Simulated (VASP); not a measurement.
# Be in VASP: single point with PBEsol

Aim: the single point of Be with PBEsol.

Everything below comes from runs of VASP 6.6.1. Logs are shortened: lines on timing, memory, paths and dates and some standing lists are left out, and cuts for length are marked.

## 1. The cell of the first run

The cell holds a slab with vacuum, 10 atoms: a = 2.258 Å, b = 2.258 Å, c = 31.981 Å, α = 90.00°, β = 90.00°, γ = 60.00°.

## 2. Single point, PBEsol

Input file INCAR:

```
SYSTEM = Be
  PREC = Accurate
  ENCUT = 520
  EDIFF = 1E-7
  ISMEAR = 1
  SIGMA = 0.1
  LREAL = .False.
  LASPH = .True.
  NELM = 100
  ALGO = Normal
  ISIF = 2
  LWAVE = .False.
  LCHARG = .False.
  LDIPOL = .True.
  IDIPOL = 3
  DIPOL = 0.5 0.5 0.500
  GGA = PS
  NBANDS = 21
```

Input file KPOINTS:

```
Automatic mesh
0
Gamma
  23 23 1
  0 0 0
```

Input file POSCAR:

```
Be
1.0
    2.2575068439      0.0000000000      0.0000000000
    1.1287534220      1.9550582761      0.0000000000
    0.0000000000      0.0000000000     31.9805389020
Be
10
Direct
    0.6666666667      0.6666666667      0.2474434613
    0.0000000000      0.0000000000      0.3044333048
    0.6666666667      0.6666666667      0.3605931526
    0.0000000000      0.0000000000      0.4164686992
    0.6666666667      0.6666666667      0.4721345090
    0.0000000000      0.0000000000      0.5278653858
    0.6666666667      0.6666666667      0.5835317017
    0.0000000000      0.0000000000      0.6394065280
    0.6666666667      0.6666666667      0.6955665808
    0.0000000000      0.0000000000      0.7525566767
```

Potentials or basis: VASP PAW PBE potentials, release 64 (Be).

On the command line:

```sh
> cat potpaw_PBE.64/Be/POTCAR > POTCAR
> mpirun -np 1 vasp_std > vasp.out
```

OUTCAR:

```text
SYSTEM = Be
   PREC = Accurate
   ENCUT = 520
   EDIFF = 1E-7
   ISMEAR = 1
   LREAL = .False.
   LASPH = .True.
   NELM = 100
   ISIF = 2
   GGA = PS

 ion  position               nearest neighbor table
   1  0.667  0.667  0.247-   2 2.24   2 2.24   2 2.24
   2  0.000  0.000  0.304-   3 2.22   3 2.22   3 2.22   1 2.24   1 2.24   1 2.24
   3  0.667  0.667  0.361-   4 2.21   4 2.21   4 2.21   2 2.22   2 2.22   2 2.22
   4  0.000  0.000  0.416-   5 2.21   5 2.21   5 2.21   3 2.21   3 2.21   3 2.21
   5  0.667  0.667  0.472-   4 2.21   4 2.21   4 2.21   6 2.21   6 2.21   6 2.21
   6  0.000  0.000  0.528-   7 2.21   7 2.21   7 2.21   5 2.21   5 2.21   5 2.21
   7  0.667  0.667  0.584-   6 2.21   6 2.21   6 2.21   8 2.21   8 2.21   8 2.21
   8  0.000  0.000  0.639-   7 2.21   7 2.21   7 2.21   9 2.22   9 2.22   9 2.22
   9  0.667  0.667  0.696-   8 2.22   8 2.22   8 2.22  10 2.24  10 2.24  10 2.24
  10  0.000  0.000  0.753-   9 2.24   9 2.24   9 2.24

  LATTYP: Found a hexagonal cell.
 ALAT       =     2.2575068440
 C/A-ratio  =    14.1663087256

  Lattice vectors:

 A1 = (  -1.1287534220,  -1.9550582761,   0.0000000000)
 A2 = (   2.2575068439,   0.0000000000,   0.0000000000)
 A3 = (   0.0000000000,   0.0000000000,  31.9805389020)

Analysis of symmetry for initial positions (statically):
=====================================================================
 Subroutine PRICEL returns:
 Original cell was already a primitive cell.

 Routine SETGRP: Setting up the symmetry group for a
 hexagonal supercell.

 Subroutine GETGRP returns: Found 12 space group operations
 (whereof  6 operations were pure point group operations)
 out of a pool of 24 trial point group operations.

The static configuration has the point symmetry C_3v.
 The point group associated with its full space group is D_3d.

Analysis of symmetry for dynamics (positions and initial velocities):
=====================================================================
 Subroutine PRICEL returns:
 Original cell was already a primitive cell.

 Routine SETGRP: Setting up the symmetry group for a
 hexagonal supercell.

 Subroutine GETGRP returns: Found 12 space group operations
 (whereof  6 operations were pure point group operations)
 out of a pool of 24 trial point group operations.

The dynamic configuration has the point symmetry C_3v.
 The point group associated with its full space group is D_3d.

 Subroutine INISYM returns: Found 12 space group operations
 (whereof  6 operations are pure point group operations),
 and found     1 'primitive' translations

----------------------------------------------------------------------------------------

                                     Primitive cell

  volume of cell :     141.1479

  direct lattice vectors                    reciprocal lattice vectors
     2.257506844  0.000000000  0.000000000     0.442966542 -0.255746852  0.000000000
     1.128753422  1.955058276  0.000000000     0.000000000  0.511493704  0.000000000
     0.000000000  0.000000000 31.980538902     0.000000000  0.000000000  0.031269017

  length of vectors
     2.257506844  2.257506844 31.980538902     0.511493704  0.511493704  0.031269017

  position of ions in fractional coordinates (direct lattice)
     0.666666667  0.666666667  0.247443461
     0.000000000  0.000000000  0.304433305
     0.666666667  0.666666667  0.360593153
     0.000000000  0.000000000  0.416468699
     0.666666667  0.666666667  0.472134509
     0.000000000  0.000000000  0.527865386
     0.666666667  0.666666667  0.583531702
     0.000000000  0.000000000  0.639406528
     0.666666667  0.666666667  0.695566581
     0.000000000  0.000000000  0.752556677

  ion indices of the primitive-cell ions
   primitive index   ion index
                 1           1
                 2           2
                 3           3
                 4           4
                 5           5
                 6           6
                 7           7
                 8           8
                 9           9
                10          10

----------------------------------------------------------------------------------------

 KPOINTS: Automatic mesh

Automatic generation of k-mesh.
 Grid dimensions read from file:
 generate k-points for:   23   23    1

 Generating k-lattice:

  Cartesian coordinates                     Fractional coordinates (reciprocal lattice)
     0.019259415 -0.011119428  0.000000000     0.043478261 -0.000000000  0.000000000
     0.000000000  0.022238857  0.000000000     0.000000000  0.043478261  0.000000000
     0.000000000  0.000000000  0.031269017     0.000000000  0.000000000  1.000000000

  Length of vectors
     0.022238857  0.022238857  0.031269017

  Shift w.r.t. Gamma in fractional coordinates (k-lattice)
     0.000000000  0.000000000  0.000000000

 Subroutine IBZKPT returns following result:
 ===========================================

 Found     56 irreducible k-points:

 Following reciprocal coordinates:
            Coordinates               Weight
  0.000000  0.000000  0.000000      1.000000
  0.043478  0.000000  0.000000      6.000000
  0.086957  0.000000  0.000000      6.000000
  0.130435  0.000000  0.000000      6.000000
  0.173913  0.000000  0.000000      6.000000
  0.217391  0.000000  0.000000      6.000000
[... 16 lines left out ...]
 -0.478261  0.043478  0.000000      6.000000
  0.173913  0.086957  0.000000      6.000000
 [... further k-points ...]
   k-points           NKPTS =     56   k-points in BZ     NKDIM =     56   number of bands    NBANDS=     21
   number of dos      NEDOS =    301   number of ions     NIONS =     10
   total plane-waves  NPLWV =  77760
   dimension x,y,z NGX =    18 NGY =   18 NGZ =  240
   dimension x,y,z NGXF=    36 NGYF=   36 NGZF=  480
   ions per type =              10
   NGX,Y,Z   is equivalent  to a cutoff of  13.26, 13.26, 12.48 a.u.
   NGXF,Y,Z  is equivalent  to a cutoff of  26.51, 26.51, 24.95 a.u.
 SYSTEM =  Be
   PREC   = accura    normal or accurate (medium, high low for compatibility)
   ISTART =      0    job   : 0-new  1-cont  2-samecut
   ICHARG =      2    charge: 1-file 2-atom 10-const
   ISPIN  =      1    spin polarized calculation?
   LNONCOLLINEAR =      F non collinear calculations
   LSORBIT =      F    spin-orbit coupling
   LASPH  =      T    aspherical Exc in radial PAW
   ENCUT  =  520.0 eV  38.22 Ry    6.18 a.u.   4.20  4.20 59.46*2*pi/ulx,y,z
   NELM   =    100;   NELMIN=  2; NELMDL= -5     # of ELM steps
   EDIFF  = 0.1E-06   stopping-criterion for ELM
   LREAL  =      F    real-space projection
   EDIFFG = 0.1E-05   stopping-criterion for IOM
   NSW    =      0    number of steps for IOM
   IBRION =     -1    ionic relax: 0-MD 1-quasi-New 2-CG
   NFREE  =      0    steps in history (QN), initial steepest desc. (CG)
   ISIF   =      2    stress and relaxation
   ISYM   =      2    0-nonsym 1-usesym 2-fastsym
   POTIM  = 0.5000    time-step for ionic-motion
   TEBEG  =    0.0;   TEEND  =   0.0 temperature during run
   PSTRESS=    0.0 pullay stress
   NELECT =      20.0000    total number of electrons
   NUPDOWN=      -1.0000    fix difference up-down
   EMIN   =  10.00;   EMAX   =-10.00  energy-range for DOS
   EFERMI =   0.00;   METHOD = LEGACY
   ISMEAR =     1;   SIGMA  =   0.10  broadening in eV -4-tet -1-fermi 0-gaus
   EFERMI_NEDOS =   21; number of points for ismear=-14 and -15
   IALGO  =     38    algorithm
   IMIX   =      4    mixing-type and parameters
     AMIX     =   0.40;   BMIX     =  1.00
     AMIX_MAG =   1.60;   BMIX_MAG =  1.00
  volume/ion in A,a.u.               =      14.11        95.25
  Fermi-wavevector in a.u.,A,eV,Ry     =   0.853480  1.612843  9.910864  0.728428
  Thomas-Fermi vector in A             =   1.969929
   LORBIT       =      0    0 simple, 1 ext, 2 COOP (PROOUT), +10 PAW based schemes
   GGA     = PS    functional components
   LHFCALC =     F    Hartree Fock is set to
   AEXX    =    0.0000 exact exchange contribution
   IVDW    =     0    specifies the selected vdW correction
   LEPSILON=     F    determine dielectric tensor
   LRPA    =     F    only Hartree local field effects (RPA)
 non-spin polarized calculation
 Methfessel and Paxton  Order N= 1 SIGMA  =   0.10
  energy-cutoff  :      520.00
  volume of cell :      141.15
 maximum number of plane-waves:      3840
 NGX is ok and might be reduce to    18
   NGX =  9   NGY =  9   NGZ =119

 dipolmoment           0.000000      0.000000     -0.000000 electrons x Angstroem

 number of electron      20.0000000 magnetization

 dipolmoment           0.000000      0.000000      0.000045 electrons x Angstroem

 Free energy of the ion-electron system (eV)
  ---------------------------------------------------
  ext. energy  EPLUGINS =         0.00000000
  ---------------------------------------------------
  free energy    TOTEN  =       -38.90610015 eV

  energy without entropy =      -38.90535825  energy(sigma->0) =      -38.90585285

 E-fermi :   1.4105     XC(G=0):  -6.5608

 val. band max:        1.3874085992   @ k =  -0.4783   0.2174   0.0000
 cond. band min:       1.4313873652   @ k =   0.3478   0.0870   0.0000
 fundamental gap:      0.0439787660
 Fermi energy:         1.4105181313

 k-point     1 :       0.0000    0.0000    0.0000
  band No.  band energies     occupation
      1      -9.7223      2.00000
      2      -9.3213      2.00000
      3      -8.8275      2.00000
      4      -8.2284      2.00000
      5      -7.5098      2.00000
      6      -6.6610      2.00000
[... 13 lines left out ...]
     20      10.9013      0.00000
     21      11.1959      0.00000

 k-point     2 :       0.0435    0.0000    0.0000
  band No.  band energies     occupation
      1      -9.6679      2.00000
      2      -9.2667      2.00000
      3      -8.7726      2.00000
      4      -8.1732      2.00000
      5      -7.4540      2.00000
      6      -6.6044      2.00000
[... 13 lines left out ...]
     20      10.9569      0.00000
     21      11.2423      0.00000

 k-point     3 :       0.0870    0.0000    0.0000
  band No.  band energies     occupation
      1      -9.5045      2.00000
      2      -9.1028      2.00000
      3      -8.6080      2.00000
      4      -8.0076      2.00000
      5      -7.2870      2.00000
      6      -6.4351      2.00000
[... 13 lines left out ...]
     20      11.1218      0.00000
     21      11.3762      0.00000
[... 457 lines left out ...]
 k-point    23 :      -0.4783    0.0435    0.0000
  band No.  band energies     occupation
      1      -3.3523      2.00000
      2      -2.9992      2.00000
      3      -2.6026      2.00000
      4      -2.1925      2.00000
      5      -1.8275      2.00000
      6      -1.6266      2.00000
[... 13 lines left out ...]
     20       7.5529      0.00000
     21       7.6344      0.00000

 k-point    24 :       0.1739    0.0870    0.0000
  band No.  band energies     occupation
      1      -9.0684      2.00000
      2      -8.6656      2.00000
      3      -8.1693      2.00000
      4      -7.5667      2.00000
      5      -6.8426      2.00000
      6      -5.9857      2.00000
[... 13 lines left out ...]
     20      11.5446      0.00000
     21      11.6914      0.00000

 [... further k-points ...]

------------------------ aborting loop because EDIFF is reached ----------------------------------------

 vacuum level on the upper side and lower side of the slab       (xc-potential included)        -0.085        -0.086

  FORCE on cell =-STRESS in cart. coord.  units (eV):
  Direction    XX          YY          ZZ          XY          YZ          ZX
  --------------------------------------------------------------------------------------
  -------------------------------------------------------------------------------------
  Total       -1.7118228     -1.7118228      0.2712323     -0.0000000      0.0000000     -0.0000000
  in kB      -19.4309855    -19.4309855      3.0787713     -0.0000000      0.0000000     -0.0000000
  external PRESSURE =     -11.9277332 kB  Pullay stress =       0.0000000 kB

 VOLUME and BASIS-vectors are now :
 -----------------------------------------------------------------------------
  energy-cutoff  :      520.00
  volume of cell :      141.15
      direct lattice vectors                 reciprocal lattice vectors
     2.257506844  0.000000000  0.000000000     0.442966542 -0.255746852  0.000000000
     1.128753422  1.955058276  0.000000000     0.000000000  0.511493704  0.000000000
     0.000000000  0.000000000 31.980538902     0.000000000  0.000000000  0.031269017

 POSITION                                       TOTAL-FORCE (eV/Angst)
 -----------------------------------------------------------------------------------
      2.25751      1.30337      7.91338         0.000000      0.000000     -0.020931
      0.00000      0.00000      9.73594        -0.000000      0.000000      0.005576
      2.25751      1.30337     11.53196         0.000000     -0.000000     -0.000559
      0.00000      0.00000     13.31889         0.000000     -0.000000     -0.000195
      2.25751      1.30337     15.09912        -0.000000     -0.000000      0.001377
      0.00000      0.00000     16.88142         0.000000     -0.000000     -0.001377
      2.25751      1.30337     18.66166         0.000000     -0.000000      0.000195
      0.00000      0.00000     20.44857         0.000000     -0.000000      0.000559
      2.25751      1.30337     22.24459         0.000000     -0.000000     -0.005576
      0.00000      0.00000     24.06717        -0.000000     -0.000000      0.020931
 -----------------------------------------------------------------------------------
    total drift:                                0.000000      0.000000      0.001919

  FREE ENERGIE OF THE ION-ELECTRON SYSTEM (eV)
  ---------------------------------------------------
  free  energy   TOTEN  =       -38.9061001491 eV

  energy  without entropy=      -38.9053582485  energy(sigma->0) =      -38.90585285

 vacuum level on the upper side and lower side of the slab         6.753         6.751
```

Wall time 2.3 min (1 thread of Intel Xeon 6975P-C (Granite Rapids), shared host); peak memory 0.32 GiB.

Results:

| Property | Result |
| --- | --- |
| Free energy | -38.9061 eV |
| Largest force | 0.021 eV/Å |
| Band gap on the k mesh | zero (bands 10 and 11 overlap by 3.45 eV) |

Forces on the atoms (eV/Å):
```
Be   0.000  0.000 -0.021
Be   0.000  0.000  0.006
Be   0.000  0.000 -0.001
Be   0.000  0.000  0.000
Be   0.000  0.000  0.001
Be   0.000  0.000 -0.001
Be   0.000  0.000  0.000
Be   0.000  0.000  0.001
Be   0.000  0.000 -0.006
Be   0.000  0.000  0.021
```

Caveat: the PAW data sets were made with another functional, which shifts forces and pressure a little.
